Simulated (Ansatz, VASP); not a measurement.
Cu in VASP and in Ansatz

The input INCAR:

```
SYSTEM = Cu
PREC = Accurate
ENCUT = 520
EDIFF = 1E-6
ISMEAR = 0
SIGMA = 0.15
LREAL = .False.
LASPH = .True.
NELM = 100
ALGO = Fast
ISIF = 2
LWAVE = .False.
LCHARG = .False.
GGA = PS
NBANDS = 12
```

The input KPOINTS:

```
regular mesh
0
Gamma
  24 24 24
  0 0 0
```

The input POSCAR:

```
Cu
1.0
   -1.4427933200      1.4152716910      1.3472255836
    1.4427933200     -1.4703149490      1.4049373164
    1.4427933200      1.4703149490     -1.4049373164
Cu
1
Direct
    0.0000000000      0.0000000000      0.0000000000
```

Input for Ansatz:

```yaml
crystal:
  lattice:
    - [-1.44279332, 1.415271691, 1.3472255836]
    - [1.44279332, -1.470314949, 1.4049373164]
    - [1.44279332, 1.470314949, -1.4049373164]
  atoms:
    - { symbol: Cu, position: [0.0, 0.0, 0.0] }
basis:
  ecutwfc: 420
kpoints:
  mp_grid: { grid: [24, 24, 24] }
hamiltonian:
  xc: pbesol
scf:
  occupations: { method: gaussian, width: 0.15 }
output:
  forces: true
  stress: true
  eigenvalues: true
  write_density: true
  write_potential: true
  elf: true
  volumetric_format: npy
```

Change from the starting cell: strain -0.0400 x Voigt [0, 0, 0, 1, 0, 0], atoms carried along.

Alike in both runs: task single point; functional PBEsol; k mesh 24 × 24 × 24; occupations gaussian, width 0.15 eV; no spin polarisation.

|  | VASP | Ansatz |
| --- | --- | --- |
| version | VASP 6.6.1 | Ansatz 0.2.0 |
| potentials or method | VASP PAW PBE potentials, release 64 (Cu), cutoff 520 eV | scalar-relativistic, plane waves, PAW |
| valence electrons in the cell | 11 | 19 |

|  | VASP | Ansatz | Ansatz less VASP |
| --- | --- | --- | --- |
| gap on the k mesh at the Fermi level (eV) | none | none | - |
| pressure (GPa) | -0.3 | -1.1 | -0.78 |
| traceless stress, the component that is largest in VASP (GPa) | 3.93 | 3.99 | +0.068 |

VASP's potentials were made for PBE, not for PBEsol. A gap of «none» marks a metal or a gap that the smearing closes. VASP's potentials hold 11 valence electrons a cell and Ansatz's 19, so a difference there can come from the potentials and not from the codes.
